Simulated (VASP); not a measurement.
The system is SnO2.

```xyz
3
Lattice="0.0000 2.5912 2.5912 2.5912 0.0000 2.5912 2.5912 2.5912 0.0000" Properties=species:S:1:pos:R:3 pbc="T T T"
Sn    0.0000    0.0000    0.0000
O     3.8868    3.8868    3.8868
O     1.2956    1.2956    1.2956
```

This cell differs from its parent crystal: volume scaled by 1.02.

Program: VASP 6.6.1. Alike in all runs: task single point; no spin polarisation; cell as given; k mesh 9 × 9 × 9; cutoff (eV) 520; smearing fermi-dirac 0.05 eV.

Problem. Order these runs on this cell by their pressure, lowest first.
A. level PBEsol; potentials or basis VASP PAW PBE potentials, release 64 (Sn_d, O)
B. level r2SCAN; potentials or basis VASP PAW PBE potentials, release 64 (Sn_d, O)
C. level LDA; potentials or basis VASP PAW LDA potentials, release 64 (Sn_d, O)
D. level PBE; potentials or basis VASP PAW PBE potentials, release 64 (Sn_d, O)

Solution. C (-14.7 GPa), B (-12.0 GPa), A (-9.9 GPa), D (-3.5 GPa).

Caveats: the PAW data sets were made with another functional, which shifts forces and pressure a little (some runs).
